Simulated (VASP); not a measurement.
Here is a VASP 6.6.1 calculation.

Contents of INCAR:

```
SYSTEM = ZnCu2SnS4
ALGO = Normal ; EDIFF = 1E-7
ENCUT = 520 ; GGA = PS
ISIF = 2 ; ISMEAR = -1
IVDW = 12 ; LASPH = .TRUE.
LCHARG = .FALSE. ; LREAL = .FALSE.
LWAVE = .FALSE. ; NBANDS = 46
NELM = 100 ; PREC = Accurate
SIGMA = 0.05
```

The input KPOINTS:

```
k-points
0
G
  7 7 7
  0 0 0
```

File POSCAR:

```
ZnCu2SnS4
1.0
   -2.6632579110      2.6632579110      5.3339338563
    2.6632579110     -2.6632579110      5.3339338563
    2.6632579110      2.6632579110     -5.3339338563
Sn Zn Cu S
1 1 2 4
Direct
    0.5000000000      0.5000000000      0.0000000000
    0.0000000000      0.0000000000      0.0000000000
    0.7500000000      0.2500000000      0.5000000000
    0.2500000000      0.7500000000      0.5000000000
    0.1052109271      0.1052109271      0.4803678365
    0.6248430906      0.6248430906      0.5196321635
    0.3751569094      0.8947890729      0.0000000000
    0.8947890729      0.3751569094      0.0000000000
```

Potentials or basis: VASP PAW PBE potentials, release 64 (Sn_d, Zn, Cu, S).

Launch:

```sh
$ cat potpaw_PBE.64/Sn_d/POTCAR potpaw_PBE.64/Zn/POTCAR potpaw_PBE.64/Cu/POTCAR potpaw_PBE.64/S/POTCAR > POTCAR
$ mpirun -np 1 vasp_std > vasp.out
```

Estimate the pressure.

-0.2 GPa.

Estimate the dispersion energy per atom.

-0.307 eV.

What does it give for the band gap on the k mesh?

0.09 eV.

Predict the largest force.

0.038 eV/Å.

Forces on the atoms (eV/Å):
```
Sn   0.000  0.000  0.000
Zn   0.000  0.000  0.000
Cu   0.000  0.000  0.000
Cu   0.000  0.000  0.000
S    0.017  0.017  0.030
S   -0.017 -0.017  0.030
S   -0.017  0.017 -0.030
S    0.017 -0.017 -0.030
```

Caveat: three body term missing; the smearing spreads over this small gap; semilocal functionals underestimate gaps, and a narrow one can read as zero; the PAW data sets were made with another functional, which shifts forces and pressure a little; spin-orbit coupling is left out, which moves the levels of the heavy elements.
